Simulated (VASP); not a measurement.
Si2Ni: single point with LDA

Si2Ni:

```
CELL_PARAMETERS angstrom
0.00000 2.67548 2.67548
2.67548 0.00000 2.67548
2.67548 2.67548 0.00000
ATOMIC_POSITIONS crystal
Si 0.25000 0.25000 0.25000
Si 0.75000 0.75000 0.75000
Ni 0.00000 0.00000 0.00000
```

```json
{"Program": "VASP 6.6.1", "Task": "single point", "Functional": "LDA", "Potentials or basis": "VASP PAW LDA potentials, release 64 (Si, Ni)", "Cutoff": "520 eV", "k mesh": "14 × 14 × 14", "Occupations": "gaussian, width 0.15 eV", "Spin": "collinear spin, ferromagnetic start", "Starting moments": "[0.0, 0.0, 0.375] μB", "Fixed moment": "0.375 μB", "Dipole correction": "no", "Further INCAR settings": "ALGO = Normal; EDIFF = 1e-06; NBANDS = 20"}
```

```json
{"Pressure": "0.6 GPa", "Net moment": "0.38 μB per cell", "Site moments": "Si +0.05; Ni +0.19 μB", "Valence electrons inside the program's atomic spheres": "Si 1.62; Ni 9.91"}
```

Wall time 59 s on 1 thread of Intel(R) Xeon(R) 6975P-C (Granite Rapids) (shared host), peak memory 0.23 GiB.

Caveat: the total moment is fixed, so each spin has its own Fermi level.
